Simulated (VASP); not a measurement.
# KCd2P2 (P-6m2) in VASP: a series of runs

Runs on KCd2P2. Level: PBE. Tasks: single point, relaxation of cell and atoms.

Program: VASP 6.6.1. These are calculated values, not measurements. Logs are shortened: lines on timing, memory, paths and dates and some standing lists are left out, and cuts for length are marked.

### 1 The cell of the first run

Symmetry: P-6m2, No. 187, hexagonal system. The conventional cell has a = 4.939 Å, b = 4.939 Å, c = 6.525 Å, α = 90.00°, β = 90.00°, γ = 120.00°. K (site symmetry -6m2) has 5 Cd at 2.85 to 3.26 Å and 6 P at 3.57 Å within 3.8 Å. Cd (site symmetry -6m2) has 6 P at 3.06 Å and 2 K at 3.26 Å within 4.0 Å. Cd (site symmetry -6m2) has 3 K at 2.85 Å and 6 P at 3.57 Å within 3.8 Å. Within 2.9 Å of P (site symmetry 3m) lie 1 P at 2.22 Å.

The cell was built from a structure type or drawn by symmetry, and may not be a known phase.

### 2 Single point, PBE

The input, INCAR:

```
SYSTEM = KCd2P2
PREC = Accurate ; ENCUT = 500
EDIFF = 1E-6 ; ISMEAR = 0
SIGMA = 0.1 ; LREAL = .FALSE.
LASPH = .TRUE. ; NELM = 120
ALGO = Normal ; ISIF = 2
LWAVE = .FALSE. ; LCHARG = .FALSE.
GGA = PE ; NBANDS = 30
GGA_COMPAT = .FALSE.
```

The input, KPOINTS:

```
regular mesh
0
G
  6 6 2
  0 0 0
```

The input, POSCAR:

```
KCd2P2
1.0
    4.9393468135     -0.0000000032      0.0000000000
   -2.4696734040      4.2775998202      0.0000000000
    0.0000000000      0.0000000000      6.5245887618
K Cd P
1 2 2
Direct
    0.6666666667      0.3333333333      0.0000000000
    0.6666666667      0.3333333333      0.5000000000
    0.3333333333      0.6666666667      0.0000000000
    0.0000000000      0.0000000000      0.6700004723
    0.0000000000      0.0000000000      0.3299995277
```

Potentials or basis: VASP PAW PBE potentials, release 64 (K_sv, Cd, P).

The run is started by

```console
> cat potpaw_PBE.64/K_sv/POTCAR potpaw_PBE.64/Cd/POTCAR potpaw_PBE.64/P/POTCAR > POTCAR
> mpirun -np 1 vasp_std > vasp.out
```

OUTCAR:

```text
SYSTEM = KCd2P2
   PREC = Accurate
   ENCUT = 500
   EDIFF = 1E-6
   ISMEAR = 0
   LREAL = .FALSE.
   LASPH = .TRUE.
   NELM = 120
   ISIF = 2
   GGA = PE

 ion  position               nearest neighbor table
   1  0.667  0.333  0.000-   3 2.85   3 2.85   3 2.85   2 3.26   2 3.26
   2  0.667  0.333  0.500-   4 3.06   5 3.06   4 3.06   5 3.06   4 3.06   5 3.06   1 3.26   1 3.26

   3  0.333  0.667  0.000-   1 2.85   1 2.85   1 2.85
   4  0.000  0.000  0.670-   5 2.22   2 3.06   2 3.06   2 3.06
   5  0.000  0.000  0.330-   4 2.22   2 3.06   2 3.06   2 3.06

  LATTYP: Found a hexagonal cell.
 ALAT       =     4.9393468135
 C/A-ratio  =     1.3209416160

  Lattice vectors:

 A1 = (   4.9393468135,  -0.0000000032,   0.0000000000)
 A2 = (  -2.4696734040,   4.2775998202,   0.0000000000)
 A3 = (   0.0000000000,   0.0000000000,   6.5245887618)

Analysis of symmetry for initial positions (statically):
=====================================================================
 Subroutine PRICEL returns:
 Original cell was already a primitive cell.

 Routine SETGRP: Setting up the symmetry group for a
 hexagonal supercell.

 Subroutine GETGRP returns: Found 12 space group operations
 (whereof 12 operations were pure point group operations)
 out of a pool of 24 trial point group operations.

The static configuration has the point symmetry D_3h.

Analysis of symmetry for dynamics (positions and initial velocities):
=====================================================================
 Subroutine PRICEL returns:
 Original cell was already a primitive cell.

 Routine SETGRP: Setting up the symmetry group for a
 hexagonal supercell.

 Subroutine GETGRP returns: Found 12 space group operations
 (whereof 12 operations were pure point group operations)
 out of a pool of 24 trial point group operations.

The dynamic configuration has the point symmetry D_3h.

 Subroutine INISYM returns: Found 12 space group operations
 (whereof 12 operations are pure point group operations),
 and found     1 'primitive' translations

----------------------------------------------------------------------------------------

                                     Primitive cell

  volume of cell :     137.8551

  direct lattice vectors                    reciprocal lattice vectors
     4.939346814 -0.000000003  0.000000000     0.202455919  0.116887979  0.000000000
    -2.469673404  4.277599820  0.000000000     0.000000000  0.233775959  0.000000000
     0.000000000  0.000000000  6.524588762     0.000000000  0.000000000  0.153266365

  length of vectors
     4.939346814  4.939346814  6.524588762     0.233775959  0.233775959  0.153266365

  position of ions in fractional coordinates (direct lattice)
     0.666666667  0.333333333  0.000000000
     0.666666667  0.333333333  0.500000000
     0.333333333  0.666666667  0.000000000
     0.000000000  0.000000000  0.670000472
     0.000000000  0.000000000  0.329999528

  ion indices of the primitive-cell ions
   primitive index   ion index
                 1           1
                 2           2
                 3           3
                 4           4
                 5           5

----------------------------------------------------------------------------------------

 KPOINTS: regular mesh

Automatic generation of k-mesh.
 Grid dimensions read from file:
 generate k-points for:    6    6    2

 Generating k-lattice:

  Cartesian coordinates                     Fractional coordinates (reciprocal lattice)
     0.033742653  0.019481330  0.000000000     0.166666667  0.000000000  0.000000000
     0.000000000  0.038962660  0.000000000     0.000000000  0.166666667  0.000000000
     0.000000000  0.000000000  0.076633182     0.000000000  0.000000000  0.500000000

  Length of vectors
     0.038962660  0.038962660  0.076633182

  Shift w.r.t. Gamma in fractional coordinates (k-lattice)
     0.000000000  0.000000000  0.000000000

 Subroutine IBZKPT returns following result:
 ===========================================

 Found     14 irreducible k-points:

 Following reciprocal coordinates:
            Coordinates               Weight
  0.000000  0.000000  0.000000      1.000000
  0.166667  0.000000  0.000000      6.000000
  0.333333 -0.000000  0.000000      6.000000
  0.500000 -0.000000  0.000000      3.000000
  0.166667  0.166667  0.000000      6.000000
  0.333333  0.166667  0.000000     12.000000
  0.333333  0.333333  0.000000      2.000000
  0.000000  0.000000  0.500000      1.000000
  0.166667  0.000000  0.500000      6.000000
  0.333333 -0.000000  0.500000      6.000000
  0.500000 -0.000000  0.500000      3.000000
  0.166667  0.166667  0.500000      6.000000
  0.333333  0.166667  0.500000     12.000000
  0.333333  0.333333  0.500000      2.000000
   k-points           NKPTS =     14   k-points in BZ     NKDIM =     14   number of bands    NBANDS=     30
   number of dos      NEDOS =    301   number of ions     NIONS =      5
   total plane-waves  NPLWV =  62208
   dimension x,y,z NGX =    36 NGY =   36 NGZ =   48
   dimension x,y,z NGXF=    72 NGYF=   72 NGZF=   96
   ions per type =               1   2   2
   NGX,Y,Z   is equivalent  to a cutoff of  12.12, 12.12, 12.23 a.u.
   NGXF,Y,Z  is equivalent  to a cutoff of  24.23, 24.23, 24.46 a.u.
 SYSTEM =  KCd2P2
   PREC   = accura    normal or accurate (medium, high low for compatibility)
   ISTART =      0    job   : 0-new  1-cont  2-samecut
   ICHARG =      2    charge: 1-file 2-atom 10-const
   ISPIN  =      1    spin polarized calculation?
   LNONCOLLINEAR =      F non collinear calculations
   LSORBIT =      F    spin-orbit coupling
   LASPH  =      T    aspherical Exc in radial PAW
   ENCUT  =  500.0 eV  36.75 Ry    6.06 a.u.   9.01  9.01 11.90*2*pi/ulx,y,z
   NELM   =    120;   NELMIN=  2; NELMDL= -5     # of ELM steps
   EDIFF  = 0.1E-05   stopping-criterion for ELM
   LREAL  =      F    real-space projection
   EDIFFG = 0.1E-04   stopping-criterion for IOM
   NSW    =      0    number of steps for IOM
   IBRION =     -1    ionic relax: 0-MD 1-quasi-New 2-CG
   NFREE  =      0    steps in history (QN), initial steepest desc. (CG)
   ISIF   =      2    stress and relaxation
   ISYM   =      2    0-nonsym 1-usesym 2-fastsym
   POTIM  = 0.5000    time-step for ionic-motion
   TEBEG  =    0.0;   TEEND  =   0.0 temperature during run
   PSTRESS=    0.0 pullay stress
   NELECT =      43.0000    total number of electrons
   NUPDOWN=      -1.0000    fix difference up-down
   EMIN   =  10.00;   EMAX   =-10.00  energy-range for DOS
   EFERMI =   0.00;   METHOD = LEGACY
   ISMEAR =     0;   SIGMA  =   0.10  broadening in eV -4-tet -1-fermi 0-gaus
   EFERMI_NEDOS =   21; number of points for ismear=-14 and -15
   IALGO  =     38    algorithm
   IMIX   =      4    mixing-type and parameters
     AMIX     =   0.40;   BMIX     =  1.00
     AMIX_MAG =   1.60;   BMIX_MAG =  1.00
  volume/ion in A,a.u.               =      27.57       186.06
  Fermi-wavevector in a.u.,A,eV,Ry     =   1.110257  2.098081 16.771491  1.232670
  Thomas-Fermi vector in A             =   2.246806
   LORBIT       =      0    0 simple, 1 ext, 2 COOP (PROOUT), +10 PAW based schemes
   GGA     = PE    functional components
   LHFCALC =     F    Hartree Fock is set to
   AEXX    =    0.0000 exact exchange contribution
   IVDW    =     0    specifies the selected vdW correction
   LEPSILON=     F    determine dielectric tensor
   LRPA    =     F    only Hartree local field effects (RPA)
 non-spin polarized calculation
 Gauss-broadening in eV      SIGMA  =   0.10
  energy-cutoff  :      500.00
  volume of cell :      137.86
 maximum number of plane-waves:      3519
 NGX is ok and might be reduce to    36
   NGX = 17   NGY = 17   NGZ = 23

 number of electron      42.9999989 magnetization

 Free energy of the ion-electron system (eV)
  ---------------------------------------------------
  ext. energy  EPLUGINS =         0.00000000
  ---------------------------------------------------
  free energy    TOTEN  =       -11.20713132 eV

  energy without entropy =      -11.18672046  energy(sigma->0) =      -11.19692589

 E-fermi :   1.9705     XC(G=0):  -8.8906

 val. band max:        1.9504017485   @ k =   0.0000   0.0000   0.5000
 cond. band min:       2.1266111619   @ k =   0.1667   0.1667   0.0000
 fundamental gap:      0.1762094133
 Fermi energy:         1.9705434370

 k-point     1 :       0.0000    0.0000    0.0000
  band No.  band energies     occupation
      1     -28.6477      2.00000
      2     -12.3309      2.00000
      3     -12.3309      2.00000
      4     -12.1885      2.00000
      5      -9.7965      2.00000
      6      -6.6398      2.00000
[... 22 lines left out ...]
     29       6.3541      0.00000
     30       7.6431      0.00000

 k-point     2 :       0.1667    0.0000    0.0000
  band No.  band energies     occupation
      1     -28.6470      2.00000
      2     -12.3450      2.00000
      3     -12.3272      2.00000
      4     -12.1860      2.00000
      5      -9.7508      2.00000
      6      -6.6967      2.00000
[... 22 lines left out ...]
     29       6.6646      0.00000
     30       7.3063      0.00000

 k-point     3 :       0.3333   -0.0000    0.0000
  band No.  band energies     occupation
      1     -28.6455      2.00000
      2     -12.3714      2.00000
      3     -12.3197      2.00000
      4     -12.1811      2.00000
      5      -9.6610      2.00000
      6      -6.8350      2.00000
[... 22 lines left out ...]
     29       7.3468      0.00000
     30       7.4843      0.00000

 k-point     4 :       0.5000   -0.0000    0.0000
  band No.  band energies     occupation
      1     -28.6448      2.00000
      2     -12.3838      2.00000
      3     -12.3159      2.00000
      4     -12.1786      2.00000
      5      -9.6171      2.00000
      6      -6.8934      2.00000
[... 22 lines left out ...]
     29       7.8786      0.00000
     30       7.9029      0.00000

 k-point     5 :       0.1667    0.1667    0.0000
  band No.  band energies     occupation
      1     -28.6459      2.00000
      2     -12.3613      2.00000
      3     -12.3252      2.00000
      4     -12.1823      2.00000
      5      -9.6836      2.00000
      6      -6.8060      2.00000
[... 22 lines left out ...]
     29       6.9548      0.00000
     30       7.1151      0.00000

 k-point     6 :       0.3333    0.1667    0.0000
  band No.  band energies     occupation
      1     -28.6448      2.00000
      2     -12.3737      2.00000
      3     -12.3259      2.00000
      4     -12.1786      2.00000
      5      -9.6184      2.00000
      6      -6.8993      2.00000
[... 22 lines left out ...]
     29       7.3841      0.00000
     30       7.4613      0.00000

 k-point     7 :       0.3333    0.3333    0.0000
  band No.  band energies     occupation
      1     -28.6445      2.00000
      2     -12.3631      2.00000
      3     -12.3404      2.00000
      4     -12.1773      2.00000
      5      -9.5983      2.00000
      6      -6.9320      2.00000
[... 22 lines left out ...]
     29       6.9166      0.00000
     30       7.3169      0.00000

 k-point     8 :       0.0000    0.0000    0.5000
  band No.  band energies     occupation
      1     -28.6475      2.00000
      2     -12.3315      2.00000
      3     -12.3315      2.00000
      4     -12.2182      2.00000
      5      -9.7123      2.00000
      6      -6.6448      2.00000
[... 22 lines left out ...]
     29       6.1283      0.00000
     30       6.3827      0.00000

 k-point     9 :       0.1667    0.0000    0.5000
  band No.  band energies     occupation
      1     -28.6468      2.00000
      2     -12.3443      2.00000
      3     -12.3278      2.00000
      4     -12.2134      2.00000
      5      -9.6855      2.00000
      6      -6.7300      2.00000
[... 22 lines left out ...]
     29       7.0756      0.00000
     30       7.2035      0.00000

 k-point    10 :       0.3333   -0.0000    0.5000
  band No.  band energies     occupation
      1     -28.6454      2.00000
      2     -12.3688      2.00000
      3     -12.3203      2.00000
      4     -12.2037      2.00000
      5      -9.6317      2.00000
      6      -6.8571      2.00000
[... 22 lines left out ...]
     29       7.0434      0.00000
     30       7.3406      0.00000

 k-point    11 :       0.5000   -0.0000    0.5000
  band No.  band energies     occupation
      1     -28.6446      2.00000
      2     -12.3804      2.00000
      3     -12.3165      2.00000
      4     -12.1989      2.00000
      5      -9.6047      2.00000
      6      -6.9066      2.00000
[... 22 lines left out ...]
     29       7.0164      0.00000
     30       7.6108      0.00000

 k-point    12 :       0.1667    0.1667    0.5000
  band No.  band energies     occupation
      1     -28.6457      2.00000
      2     -12.3595      2.00000
      3     -12.3254      2.00000
      4     -12.2061      2.00000
      5      -9.6453      2.00000
      6      -6.8287      2.00000
[... 22 lines left out ...]
     29       7.1852      0.00000
     30       7.4582      0.00000

 k-point    13 :       0.3333    0.1667    0.5000
  band No.  band energies     occupation
      1     -28.6447      2.00000
      2     -12.3715      2.00000
      3     -12.3252      2.00000
      4     -12.1989      2.00000
      5      -9.6053      2.00000
      6      -6.9049      2.00000
[... 22 lines left out ...]
     29       7.3414      0.00000
     30       7.9144      0.00000

 k-point    14 :       0.3333    0.3333    0.5000
  band No.  band energies     occupation
      1     -28.6443      2.00000
      2     -12.3636      2.00000
      3     -12.3367      2.00000
      4     -12.1964      2.00000
      5      -9.5925      2.00000
      6      -6.9276      2.00000
[... 22 lines left out ...]
     29       7.2177      0.00000
     30       7.3021      0.00000

------------------------ aborting loop because EDIFF is reached ----------------------------------------

  FORCE on cell =-STRESS in cart. coord.  units (eV):
  Direction    XX          YY          ZZ          XY          YZ          ZX
  --------------------------------------------------------------------------------------
  -------------------------------------------------------------------------------------
  Total        0.3743676      0.3743676     -0.0354934     -0.0000000      0.0000000     -0.0000000
  in kB        4.3509696      4.3509696     -0.4125109     -0.0000000      0.0000000     -0.0000000
  external PRESSURE =       2.7631427 kB  Pullay stress =       0.0000000 kB

 VOLUME and BASIS-vectors are now :
 -----------------------------------------------------------------------------
  energy-cutoff  :      500.00
  volume of cell :      137.86
      direct lattice vectors                 reciprocal lattice vectors
     4.939346814 -0.000000003  0.000000000     0.202455919  0.116887979  0.000000000
    -2.469673404  4.277599820  0.000000000     0.000000000  0.233775959  0.000000000
     0.000000000  0.000000000  6.524588762     0.000000000  0.000000000  0.153266365

 POSITION                                       TOTAL-FORCE (eV/Angst)
 -----------------------------------------------------------------------------------
      2.46967      1.42587      0.00000         0.000000     -0.000000      0.000000
      2.46967      1.42587      3.26229        -0.000000      0.000000      0.000000
      0.00000      2.85173      0.00000        -0.000000      0.000000      0.000000
      0.00000      0.00000      4.37148        -0.000000      0.000000     -0.034909
      0.00000      0.00000      2.15311        -0.000000      0.000000      0.034909
 -----------------------------------------------------------------------------------
    total drift:                               -0.000000      0.000000      0.000000

  FREE ENERGIE OF THE ION-ELECTRON SYSTEM (eV)
  ---------------------------------------------------
  free  energy   TOTEN  =       -11.2071313239 eV

  energy  without entropy=      -11.1867204601  energy(sigma->0) =      -11.19692589
```

Wall time 28 s (1 thread of Intel Xeon Platinum 8559C (Emerald Rapids), shared host); peak memory 0.25 GiB.

Results:

```
Free energy            : -11.2071 eV
Pressure               : 0.3 GPa
Largest force          : 0.035 eV/Å
Band gap on the k mesh : zero (an odd number of electrons rules out a gap without spin polarisation)
```

Forces on the atoms (eV/Å):
```
K    0.000  0.000  0.000
Cd   0.000  0.000  0.000
Cd   0.000  0.000  0.000
P    0.000  0.000 -0.035
P    0.000  0.000  0.035
```

Stress tensor (GPa, compression positive):
```
 0.44  0.00  0.00
 0.00  0.44  0.00
 0.00  0.00 -0.04
```

Levels at points of the mesh, in eV from the Fermi level:
| k point | band 19 | band 20 | band 21 | band 22 | band 23 | band 24 |
| --- | --- | --- | --- | --- | --- | --- |
| (0.00, 0.00, 0.00) | -2.19 | -1.71 | -0.33 | 0.43 | 0.43 | 2.21 |
| (0.50, 0.00, 0.00) | -2.77 | -1.88 | -1.14 | 0.23 | 0.97 | 3.00 |
| (0.00, 0.00, 0.50) | -2.12 | -2.12 | -1.43 | -0.02 | -0.02 | 2.04 |
| (0.50, 0.00, 0.50) | -2.70 | -2.60 | -0.09 | -0.04 | 0.26 | 1.33 |

Caveat: the k points lie up to 0.48 Å⁻¹ apart, too coarse for converged energies and pressures of a metal.

### 3 Single point, PBE

This run uses another cell than the first one, of 28.74 Å³/atom.

The input, INCAR:

```
SYSTEM = KCd2P2
  ALGO = Normal
  EDIFF = 1E-6
  ENCUT = 500
  GGA = PE
  GGA_COMPAT = .False.
  ISIF = 2
  ISMEAR = 0
  LASPH = .True.
  LCHARG = .True.
  LELF = .True.
  LREAL = .False.
  LVHAR = .True.
  LWAVE = .False.
  NBANDS = 30
  NELM = 120
  PREC = Accurate
  SIGMA = 0.1
```

The input, KPOINTS:

```
k-points
0
Gamma
  6 6 2
  0 0 0
```

The input, POSCAR:

```
KCd2P2
1.0
    4.3941131700      0.0000000000      0.0000000000
   -2.1970565800      3.8054136300      0.0000000000
    0.0000000000      0.0000000000      8.5925762700
K Cd P
1 2 2
Direct
    0.6666666700      0.3333333300      0.0000000000
    0.6666666700      0.3333333300      0.5000000000
    0.3333333300      0.6666666700      0.0000000000
    0.0000000000      0.0000000000      0.7055339800
    0.0000000000      0.0000000000      0.2944660200
```

Potentials or basis: VASP PAW PBE potentials, release 64 (K_sv, Cd, P).

The run is started by

```console
> cat potpaw_PBE.64/K_sv/POTCAR potpaw_PBE.64/Cd/POTCAR potpaw_PBE.64/P/POTCAR > POTCAR
> mpirun -np 1 vasp_std > vasp.out
```

Wall time 30 s (1 thread of Intel Xeon Platinum 8559C (Emerald Rapids), shared host); peak memory 0.26 GiB.

The run converged. Its results:

| Quantity | Value |
| --- | --- |
| Free energy | -7.9806 eV |
| Pressure | 0.5 GPa |
| Largest force | 0.585 eV/Å |
| Band gap on the k mesh | zero (an odd number of electrons rules out a gap without spin polarisation) |

Forces in eV/Å, atoms in the order of the input:
```
K    0.000  0.000  0.000
Cd   0.000  0.000  0.000
Cd   0.000  0.000  0.000
P    0.000  0.000 -0.585
P    0.000  0.000  0.585
```

Stress tensor (GPa, compression positive):
```
  6.72   0.00   0.00
  0.00   6.72   0.00
  0.00   0.00 -12.10
```

Levels at points of the mesh, in eV from the Fermi level:
| k point | band 18 | band 19 | band 20 | band 21 | band 22 | band 23 | band 24 | band 25 |
| --- | --- | --- | --- | --- | --- | --- | --- | --- |
| (0.00, 0.00, 0.00) | -1.31 | -0.29 | 0.03 | 0.03 | 0.52 | 0.52 | 2.23 | 3.04 |
| (0.50, 0.00, 0.00) | -2.07 | -1.75 | -1.49 | -0.62 | 0.17 | 0.32 | 2.25 | 2.82 |
| (0.00, 0.00, 0.50) | -2.81 | 0.13 | 0.13 | 0.37 | 0.37 | 1.22 | 1.37 | 3.23 |
| (0.50, 0.00, 0.50) | -2.63 | -1.61 | -0.67 | -0.59 | -0.31 | 0.12 | 1.10 | 3.72 |

Caveat: the k points lie up to 0.37 Å⁻¹ apart, too coarse for converged energies and pressures of a metal.

[end of part 1 of 2]
